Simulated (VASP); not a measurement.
Crystal: LiF.

```xyz
2
Lattice="0.0000 2.0148 2.0148 2.0148 0.0000 2.0148 2.0148 2.0148 0.0000" Properties=species:S:1:pos:R:3 pbc="T T T"
Li    0.0000    0.0000    0.0000
F     2.0148    2.0148    2.0148
```

This cell differs from its parent crystal: strain +1.0%.

Base run:

* Program: VASP 6.6.1
* Functional: PBE
* Potentials or basis: VASP PAW PBE potentials, release 64 (Li_sv, F)
* Cutoff: 520 eV
* k mesh: 10 × 10 × 10
* Occupations: fermi-dirac, width 0.02 eV
* Spin: no spin polarisation

Its results: band gap on the k mesh 9.08 eV, direct.

Q: The run is repeated on the same cell with these changes: functional from PBE to r2SCAN; occupations from fermi-dirac, width 0.02 eV to gaussian, width 0.01 eV. What comes out?

A: Band gap on the k mesh 10.25 eV, direct.

A k mesh can miss the band edges.
